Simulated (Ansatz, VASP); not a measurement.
## HfC: VASP beside Ansatz

```
CELL_PARAMETERS angstrom
0.00000 2.51265 2.51265
2.51265 0.00000 2.51265
2.51265 2.51265 0.00000
ATOMIC_POSITIONS crystal
Hf 0.00000 0.00000 0.00000
C 0.25000 0.25000 0.25000
```

Alike in both runs: task single point; functional r2SCAN; dispersion D4; k mesh 12 × 12 × 12; occupations gaussian, width 0.05 eV; no spin polarisation.

|  | VASP | Ansatz |
| --- | --- | --- |
| version | VASP 6.6.1 | Ansatz 0.2.0 |
| potentials or method | VASP PAW PBE potentials, release 64 (Hf_pv, C), cutoff 520 eV | scalar-relativistic, plane waves, PAW |
| valence electrons in the cell | 14 | 30 |

|  | VASP | Ansatz | Ansatz less VASP |
| --- | --- | --- | --- |
| pressure (GPa) | -1.3 | -0.8 | +0.58 |

VASP's potentials were made for PBE, not for r2SCAN. VASP's potentials hold 14 valence electrons a cell and Ansatz's 30, so a difference there can come from the potentials and not from the codes.

Neither program's run includes spin-orbit coupling.
